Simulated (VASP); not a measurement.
Input of a VASP 6.6.1 run:

Contents of INCAR:

```
PREC = Accurate
ENCUT = 520
EDIFF = 1E-6
ISMEAR = -1
SIGMA = 0.1
LREAL = F
LASPH = T
NELM = 100
ALGO = Normal
ISIF = 2
LWAVE = F
LCHARG = T
GGA = PS
LELF = T
LVHAR = T
NBANDS = 12
```

KPOINTS

```
Automatic mesh
0
Gamma
  13 13 13
```

The input POSCAR:

```
Sc
1.0
    0.0000000000      2.2491787886      2.2491787886
    2.2491787886      0.0000000000      2.2491787886
    2.2491787886      2.2491787886      0.0000000000
Sc
1
Direct
    0.0000000000      0.0000000000      0.0000000000
```

Potentials or basis: VASP PAW PBE potentials, release 64 (Sc_sv).

The run is started by

```bash
$ cat potpaw_PBE.64/Sc_sv/POTCAR > POTCAR
$ mpirun -np 1 vasp_std > vasp.out
```

Question: What does it give for the pressure?

Answer: 2.3 GPa.

Caveat: the PAW data sets were made with another functional, which shifts forces and pressure a little.
